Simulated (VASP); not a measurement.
# BaZrO3 (Pm-3m) in VASP: further runs

BaZrO3 is run at these levels: HSE06, r2SCAN; tasks: single point.

Program: VASP 6.6.1. These are calculated values, not measurements. Logs are shortened: lines on timing, memory, paths and dates and some standing lists are left out, and cuts for length are marked.

## (1) The cell of the first run

The structure is cubic, space group Pm-3m (No. 221). The conventional cell has a = 4.374 Å, b = 4.374 Å, c = 4.374 Å, α = 90.00°, β = 90.00°, γ = 90.00°. Within 4.1 Å of Ba (site symmetry m-3m) lie 12 O at 3.09 Å and 8 Zr at 3.79 Å. Zr (site symmetry m-3m) has 6 O at 2.19 Å within 2.9 Å. O (site symmetry 4/mmm) has 2 Zr at 2.19 Å within 2.9 Å.

## (2) Single point, HSE06 (strain +4.0%)

File POSCAR:

```
BaZrO3
1.0
    4.3735691108      0.0000000000      0.0000000000
    0.0000000000      4.3735691108      0.0000000000
    0.0000000000      0.0000000000      4.3735691108
Ba Zr O
1 1 3
Direct
    0.0000000000      0.0000000000      0.0000000000
    0.5000000000      0.5000000000      0.5000000000
    0.5000000000      0.5000000000      0.0000000000
    0.5000000000      0.0000000000      0.5000000000
    0.0000000000      0.5000000000      0.5000000000
```

File INCAR.step1:

```
ALGO = Normal
EDIFF = 1E-5
ENCUT = 520
GGA = PE
ISIF = 2
ISMEAR = 0
LASPH = T
LCHARG = F
LREAL = F
LWAVE = T
NBANDS = 28
NELM = 100
PREC = Accurate
SIGMA = 0.01
```

File INCAR.step2:

```
ALGO = Normal
EDIFF = 1E-6
ENCUT = 520
GGA = PE
HFSCREEN = 0.2079
ISIF = 2
ISMEAR = 0
ISTART = 1
LASPH = T
LCHARG = F
LHFCALC = T
LREAL = F
LWAVE = F
NBANDS = 28
NELM = 100
PREC = Accurate
PRECFOCK = Fast
SIGMA = 0.01
```

File KPOINTS:

```
k-points
0
Gamma
  4 4 4
```

Potentials or basis: VASP PAW PBE potentials, release 64 (Ba_sv, Zr_sv, O).

Launch:

```bash
> cat potpaw_PBE.64/Ba_sv/POTCAR potpaw_PBE.64/Zr_sv/POTCAR potpaw_PBE.64/O/POTCAR > POTCAR
> cp INCAR.step1 INCAR
> mpirun -np 1 vasp_std > vasp.out
> cp INCAR.step2 INCAR
> mpirun -np 1 vasp_std > vasp.out
```

OUTCAR:

```text
EDIFF = 1E-6
   ENCUT = 520
   GGA = PE
   HFSCREEN = 0.2079
   ISIF = 2
   ISMEAR = 0
   ISTART = 1
   LASPH = T
   LHFCALC = T
   LREAL = F
   NELM = 100
   PREC = Accurate
   PRECFOCK = Fast

 ion  position               nearest neighbor table
   1  0.000  0.000  0.000-   3 3.09   4 3.09   5 3.09   4 3.09   5 3.09   3 3.09   5 3.09   5 3.09
                             3 3.09   4 3.09   4 3.09   3 3.09   2 3.79   2 3.79   2 3.79   2 3.79
   2  0.500  0.500  0.500-   3 2.19   4 2.19   5 2.19   3 2.19   4 2.19   5 2.19   1 3.79   1 3.79
                             1 3.79   1 3.79   1 3.79   1 3.79   1 3.79   1 3.79
   3  0.500  0.500  0.000-   2 2.19   2 2.19   1 3.09   1 3.09   1 3.09   1 3.09
   4  0.500  0.000  0.500-   2 2.19   2 2.19   1 3.09   1 3.09   1 3.09   1 3.09
   5  0.000  0.500  0.500-   2 2.19   2 2.19   1 3.09   1 3.09   1 3.09   1 3.09

  LATTYP: Found a simple cubic cell.
 ALAT       =     4.3735691108

  Lattice vectors:

 A1 = (   4.3735691108,   0.0000000000,   0.0000000000)
 A2 = (   0.0000000000,   4.3735691108,   0.0000000000)
 A3 = (   0.0000000000,   0.0000000000,   4.3735691108)

Analysis of symmetry for initial positions (statically):
=====================================================================
 Subroutine PRICEL returns:
 Original cell was already a primitive cell.

 Routine SETGRP: Setting up the symmetry group for a
 simple cubic supercell.

 Subroutine GETGRP returns: Found 48 space group operations
 (whereof 48 operations were pure point group operations)
 out of a pool of 48 trial point group operations.

The static configuration has the point symmetry O_h .

Analysis of symmetry for dynamics (positions and initial velocities):
=====================================================================
 Subroutine PRICEL returns:
 Original cell was already a primitive cell.

 Routine SETGRP: Setting up the symmetry group for a
 simple cubic supercell.

 Subroutine GETGRP returns: Found 48 space group operations
 (whereof 48 operations were pure point group operations)
 out of a pool of 48 trial point group operations.

The dynamic configuration has the point symmetry O_h .

 Subroutine INISYM returns: Found 48 space group operations
 (whereof 48 operations are pure point group operations),
 and found     1 'primitive' translations

----------------------------------------------------------------------------------------

                                     Primitive cell

  volume of cell :      83.6581

  direct lattice vectors                    reciprocal lattice vectors
     4.373569111  0.000000000  0.000000000     0.228646210  0.000000000  0.000000000
     0.000000000  4.373569111  0.000000000     0.000000000  0.228646210  0.000000000
     0.000000000  0.000000000  4.373569111     0.000000000  0.000000000  0.228646210

  length of vectors
     4.373569111  4.373569111  4.373569111     0.228646210  0.228646210  0.228646210

  position of ions in fractional coordinates (direct lattice)
     0.000000000  0.000000000  0.000000000
     0.500000000  0.500000000  0.500000000
     0.500000000  0.500000000  0.000000000
     0.500000000  0.000000000  0.500000000
     0.000000000  0.500000000  0.500000000

  ion indices of the primitive-cell ions
   primitive index   ion index
                 1           1
                 2           2
                 3           3
                 4           4
                 5           5

----------------------------------------------------------------------------------------

 KPOINTS: k-points

Automatic generation of k-mesh.
 Grid dimensions read from file:
 generate k-points for:    4    4    4

 Generating k-lattice:

  Cartesian coordinates                     Fractional coordinates (reciprocal lattice)
     0.057161552  0.000000000  0.000000000     0.250000000  0.000000000  0.000000000
     0.000000000  0.057161552  0.000000000     0.000000000  0.250000000  0.000000000
     0.000000000  0.000000000  0.057161552     0.000000000  0.000000000  0.250000000

  Length of vectors
     0.057161552  0.057161552  0.057161552

  Shift w.r.t. Gamma in fractional coordinates (k-lattice)
     0.000000000  0.000000000  0.000000000

 Subroutine IBZKPT returns following result:
 ===========================================

 Found     10 irreducible k-points:

 Following reciprocal coordinates:
            Coordinates               Weight
  0.000000  0.000000  0.000000      1.000000
  0.250000  0.000000  0.000000      6.000000
  0.500000  0.000000  0.000000      3.000000
  0.250000  0.250000  0.000000     12.000000
  0.500000  0.250000  0.000000     12.000000
  0.500000  0.500000  0.000000      3.000000
  0.250000  0.250000  0.250000      8.000000
  0.500000  0.250000  0.250000     12.000000
  0.500000  0.500000  0.250000      6.000000
  0.500000  0.500000  0.500000      1.000000
   k-points           NKPTS =     10   k-points in BZ     NKDIM =     64   number of bands    NBANDS=     28
   number of dos      NEDOS =    301   number of ions     NIONS =      5
   total plane-waves  NPLWV =  46656
   dimension x,y,z NGX =    36 NGY =   36 NGZ =   36
   dimension x,y,z NGXF=    72 NGYF=   72 NGZF=   72
   ions per type =               1   1   3
   NGX,Y,Z   is equivalent  to a cutoff of  13.68, 13.68, 13.68 a.u.
   NGXF,Y,Z  is equivalent  to a cutoff of  27.37, 27.37, 27.37 a.u.
 SYSTEM =  unknown system
   PREC   = accura    normal or accurate (medium, high low for compatibility)
   ISTART =      1    job   : 0-new  1-cont  2-samecut
   ICHARG =      0    charge: 1-file 2-atom 10-const
   ISPIN  =      1    spin polarized calculation?
   LNONCOLLINEAR =      F non collinear calculations
   LSORBIT =      F    spin-orbit coupling
   LASPH  =      T    aspherical Exc in radial PAW
   ENCUT  =  520.0 eV  38.22 Ry    6.18 a.u.   8.13  8.13  8.13*2*pi/ulx,y,z
   NELM   =    100;   NELMIN=  2; NELMDL=  0     # of ELM steps
   EDIFF  = 0.1E-05   stopping-criterion for ELM
   LREAL  =      F    real-space projection
   EDIFFG = 0.1E-04   stopping-criterion for IOM
   NSW    =      0    number of steps for IOM
   IBRION =     -1    ionic relax: 0-MD 1-quasi-New 2-CG
   NFREE  =      0    steps in history (QN), initial steepest desc. (CG)
   ISIF   =      2    stress and relaxation
   ISYM   =      3    0-nonsym 1-usesym 2-fastsym
   POTIM  = 0.5000    time-step for ionic-motion
   TEBEG  =    0.0;   TEEND  =   0.0 temperature during run
   PSTRESS=    0.0 pullay stress
   NELECT =      40.0000    total number of electrons
   NUPDOWN=      -1.0000    fix difference up-down
   EMIN   =  10.00;   EMAX   =-10.00  energy-range for DOS
   EFERMI =   0.00;   METHOD = LEGACY
   ISMEAR =     0;   SIGMA  =   0.01  broadening in eV -4-tet -1-fermi 0-gaus
   EFERMI_NEDOS =   21; number of points for ismear=-14 and -15
   IALGO  =     38    algorithm
   IMIX   =      1    mixing-type and parameters
     AMIX     =   0.40;   BMIX     =  1.00
     AMIX_MAG =   1.60;   BMIX_MAG =  1.00
  volume/ion in A,a.u.               =      16.73       112.91
  Fermi-wavevector in a.u.,A,eV,Ry     =   1.280144  2.419121 22.296802  1.638769
  Thomas-Fermi vector in A             =   2.412589
   LORBIT       =      0    0 simple, 1 ext, 2 COOP (PROOUT), +10 PAW based schemes
   GGA     = PE    functional components
   LHFCALC =     T    Hartree Fock is set to
   PRECFOCK=fast      Normal, Fast or Accurate (Low or Medium for compatibility)
   ENCUT4O =  -1.0   cutoff for four orbital integrals eV
   NKREDX  =     1    reduce k-point grid by
   NKREDY  =     1    reduce k-point grid by
   NKREDZ  =     1    reduce k-point grid by
   AEXX    =    0.2500 exact exchange contribution
   HFSCREEN=    0.2079 screening length (either q_TF or 0.3 A-1)
   HFSCREENC=   0.2079 screening length for correlation (either q_TF or 0.3 A-1)
   ENCUTFOCK=  -1.0 apply spherical cutoff to Coloumb kernel
   IVDW    =     0    specifies the selected vdW correction
   LEPSILON=     F    determine dielectric tensor
   LRPA    =     F    only Hartree local field effects (RPA)
 non-spin polarized calculation
 Gauss-broadening in eV      SIGMA  =   0.01
  energy-cutoff  :      520.00
  volume of cell :       83.66
 maximum number of plane-waves:      2301
 NGX is ok and might be reduce to    36
  NGX = 18; NGY = 18; NGZ = 18

 number of electron      39.9999978 magnetization

 Free energy of the ion-electron system (eV)
  ---------------------------------------------------
  ext. energy  EPLUGINS =         0.00000000
  ---------------------------------------------------
  free energy    TOTEN  =       -49.31510757 eV

  energy without entropy =      -49.31510757  energy(sigma->0) =      -49.31510757

 E-fermi :   2.0772     XC(G=0):  -8.3674

 val. band max:        1.9278864640   @ k =   0.5000   0.5000   0.5000
 cond. band min:       6.2400311414   @ k =   0.0000   0.0000   0.0000
 fundamental gap:      4.3121446774
 Fermi energy:         2.0772390661

 k-point     1 :       0.0000    0.0000    0.0000
  band No.  band energies     occupation
      1     -48.8544      2.00000
      2     -25.4694      2.00000
      3     -25.4694      2.00000
      4     -25.4694      2.00000
      5     -25.1936      2.00000
      6     -15.7922      2.00000
[... 20 lines left out ...]
     27       9.6475      0.00000
     28       9.6475      0.00000

 k-point     2 :       0.2500    0.0000    0.0000
  band No.  band energies     occupation
      1     -48.8536      2.00000
      2     -25.5760      2.00000
      3     -25.4665      2.00000
      4     -25.4665      2.00000
      5     -25.1488      2.00000
      6     -15.7806      2.00000
[... 20 lines left out ...]
     27       9.6483      0.00000
     28      10.8032      0.00000

 k-point     3 :       0.5000    0.0000    0.0000
  band No.  band energies     occupation
      1     -48.8527      2.00000
      2     -25.6670      2.00000
      3     -25.4636      2.00000
      4     -25.4635      2.00000
      5     -25.1170      2.00000
      6     -15.8329      2.00000
[... 182 lines left out ...]
      3     -25.6175      2.00000
      4     -25.5373      2.00000
      5     -25.1268      2.00000
      6     -15.2101      2.00000
[... 20 lines left out ...]
     27      10.9793      0.00000
     28      12.1720      0.00000

 k-point    10 :       0.5000    0.5000    0.5000
  band No.  band energies     occupation
      1     -48.8493      2.00000
      2     -25.6142      2.00000
      3     -25.6142      2.00000
      4     -25.6142      2.00000
      5     -25.1158      2.00000
      6     -14.8161      2.00000
[... 20 lines left out ...]
     27      11.9596      0.00000
     28      11.9596      0.00000

------------------------ aborting loop because EDIFF is reached ----------------------------------------

  FORCE on cell =-STRESS in cart. coord.  units (eV):
  Direction    XX          YY          ZZ          XY          YZ          ZX
  --------------------------------------------------------------------------------------
  -------------------------------------------------------------------------------------
  Total       -7.9851790     -7.9851790     -7.9851790     -0.0000000      0.0000000     -0.0000000
  in kB     -152.9280868   -152.9280868   -152.9280868     -0.0000000      0.0000000     -0.0000000
  external PRESSURE =    -152.9280868 kB  Pullay stress =       0.0000000 kB

 VOLUME and BASIS-vectors are now :
 -----------------------------------------------------------------------------
  energy-cutoff  :      520.00
  volume of cell :       83.66
      direct lattice vectors                 reciprocal lattice vectors
     4.373569111  0.000000000  0.000000000     0.228646210  0.000000000  0.000000000
     0.000000000  4.373569111  0.000000000     0.000000000  0.228646210  0.000000000
     0.000000000  0.000000000  4.373569111     0.000000000  0.000000000  0.228646210

 POSITION                                       TOTAL-FORCE (eV/Angst)
 -----------------------------------------------------------------------------------
      0.00000      0.00000      0.00000         0.000000      0.000000      0.000000
      2.18678      2.18678      2.18678         0.000000      0.000000      0.000000
      2.18678      2.18678      0.00000         0.000000      0.000000      0.000000
      2.18678      0.00000      2.18678         0.000000      0.000000      0.000000
      0.00000      2.18678      2.18678         0.000000      0.000000      0.000000
 -----------------------------------------------------------------------------------
    total drift:                               -0.000000      0.000000     -0.000000

  FREE ENERGIE OF THE ION-ELECTRON SYSTEM (eV)
  ---------------------------------------------------
  free  energy   TOTEN  =       -49.3151075665 eV

  energy  without entropy=      -49.3151075665  energy(sigma->0) =      -49.31510757
```

Wall time 29 min (1 thread of Intel Xeon 6975P-C, shared host); peak memory 0.34 GiB.

Results:

```
Free energy            : -49.3151 eV
Pressure               : -15.3 GPa
Band gap on the k mesh : 4.31 eV, indirect (least direct gap 4.68 eV)
```

Caveat: the cell differs from its parent crystal (strain +4.0%); the PAW data sets were made with another functional, which shifts forces and pressure a little; spin-orbit coupling is left out, which moves the levels of the heavy elements.

## (3) Single point, r2SCAN (strain +1.0%)

POSCAR, as its differences from that of step 2:

```diff
@@ -2,5 +2,5 @@
 1.0
-    4.3735691108      0.0000000000      0.0000000000
-    0.0000000000      4.3735691108      0.0000000000
-    0.0000000000      0.0000000000      4.3735691108
+    4.2474084633      0.0000000000      0.0000000000
+    0.0000000000      4.2474084633      0.0000000000
+    0.0000000000      0.0000000000      4.2474084633
 Ba Zr O
```

File INCAR.step1:

```
  PREC = Accurate
  ENCUT = 520
  ISMEAR = 0
  SIGMA = 0.01
  LREAL = F
  LASPH = T
  NELM = 100
  NBANDS = 28
  GGA = PE
  ALGO = Normal
  EDIFF = 1E-4
  LWAVE = T
  LCHARG = F
```

File INCAR.step2:

```
  PREC = Accurate
  ENCUT = 520
  EDIFF = 1E-6
  ISMEAR = 0
  SIGMA = 0.01
  LREAL = F
  LASPH = T
  NELM = 100
  ALGO = Normal
  ISIF = 2
  LWAVE = F
  LCHARG = F
  METAGGA = R2SCAN
  LMIXTAU = T
  NBANDS = 28
  ISTART = 1
```

File KPOINTS:

```
regular mesh
0
Gamma
  6 6 6
```

Potentials or basis: VASP PAW PBE potentials, release 64 (Ba_sv, Zr_sv, O).

Launch:

```bash
> cat potpaw_PBE.64/Ba_sv/POTCAR potpaw_PBE.64/Zr_sv/POTCAR potpaw_PBE.64/O/POTCAR > POTCAR
> cp INCAR.step1 INCAR
> mpirun -np 1 vasp_std > vasp.out
> cp INCAR.step2 INCAR
> mpirun -np 1 vasp_std > vasp.out
```

It took 82 s on 1 thread of AMD EPYC 9R45 (Zen 5), shared host; peak memory 0.18 GiB.

The run converged. Its results:

| Quantity | Value |
| --- | --- |
| Free energy | -85.0880 eV |
| Pressure | -3.7 GPa |
| Band gap on the k mesh | 3.60 eV, indirect (least direct gap 3.89 eV) |

Levels at points of the mesh, in eV from the valence-band top:
```
           k point  band 18  band 19  band 20  band 21  band 22  band 23
(0.00, 0.00, 0.00)    -0.28    -0.28    -0.28     3.60     3.60     3.60
(0.50, 0.00, 0.00)    -1.58    -0.53    -0.53     4.00     5.95     5.95
(0.50, 0.50, 0.00)    -0.94    -0.92    -0.07     5.93     5.93     6.74
(0.50, 0.50, 0.50)     0.00     0.00     0.00     6.46     6.46     6.46
```

Caveat: the cell differs from its parent crystal (strain +1.0%); the PAW data sets were made with another functional, which shifts forces and pressure a little; spin-orbit coupling is left out, which moves the levels of the heavy elements. A k mesh can miss the band edges.

## (4) Single point, r2SCAN (strain +2.0%)

POSCAR, as its differences from that of step 3:

```diff
@@ -2,5 +2,5 @@
 1.0
-    4.2474084633      0.0000000000      0.0000000000
-    0.0000000000      4.2474084633      0.0000000000
-    0.0000000000      0.0000000000      4.2474084633
+    4.2894620125      0.0000000000      0.0000000000
+    0.0000000000      4.2894620125      0.0000000000
+    0.0000000000      0.0000000000      4.2894620125
 Ba Zr O
```

File INCAR.step1:

```
SYSTEM = BaZrO3
PREC = Accurate
ENCUT = 520
ISMEAR = 0
SIGMA = 0.01
LREAL = .False.
LASPH = .True.
NELM = 60
NBANDS = 28
GGA = PE
ALGO = Normal
EDIFF = 1E-4
LWAVE = .True.
LCHARG = .False.
```

File INCAR.step2:

```
SYSTEM = BaZrO3
PREC = Accurate
ENCUT = 520
EDIFF = 1E-7
ISMEAR = 0
SIGMA = 0.01
LREAL = .False.
LASPH = .True.
NELM = 60
ALGO = Normal
ISIF = 2
LWAVE = .False.
LCHARG = .False.
METAGGA = R2SCAN
LMIXTAU = .True.
NBANDS = 28
ISTART = 1
```

File KPOINTS:

```
Automatic mesh
0
Gamma
  6 6 6
  0 0 0
```

Launch:

```bash
> cat potpaw_PBE.64/Ba_sv/POTCAR potpaw_PBE.64/Zr_sv/POTCAR potpaw_PBE.64/O/POTCAR > POTCAR
> cp INCAR.step1 INCAR
> mpirun -np 1 vasp_std > vasp.out
> cp INCAR.step2 INCAR
> mpirun -np 1 vasp_std > vasp.out
```

Run time: 84 s. Hardware: 1 thread of AMD EPYC 9R45 (Zen 5), shared host; peak memory 0.18 GiB.

The run converged. Its results:

* Free energy: -85.0074 eV
* Pressure: -7.8 GPa
* Band gap on the k mesh: 3.52 eV, indirect (least direct gap 3.83 eV)

Levels at points of the mesh, in eV from the valence-band top:
```csv
k point,band 16,band 17,band 18,band 19,band 20,band 21,band 22,band 23,band 24,band 25
"(0.00, 0.00, 0.00)",-0.92,-0.92,-0.31,-0.31,-0.31,3.52,3.52,3.52,5.06,5.06
"(0.50, 0.00, 0.00)",-1.63,-1.63,-1.51,-0.56,-0.56,3.90,5.75,5.75,6.70,6.94
"(0.50, 0.50, 0.00)",-2.18,-0.98,-0.94,-0.94,-0.07,5.73,5.73,6.55,6.70,7.80
"(0.50, 0.50, 0.50)",-2.50,-2.50,0.00,0.00,0.00,6.34,6.34,6.34,6.93,6.93
```

Caveat: the cell differs from its parent crystal (strain +2.0%); the PAW data sets were made with another functional, which shifts forces and pressure a little; spin-orbit coupling is left out, which moves the levels of the heavy elements. A k mesh can miss the band edges.

(Part 1 of 3 ends here.)
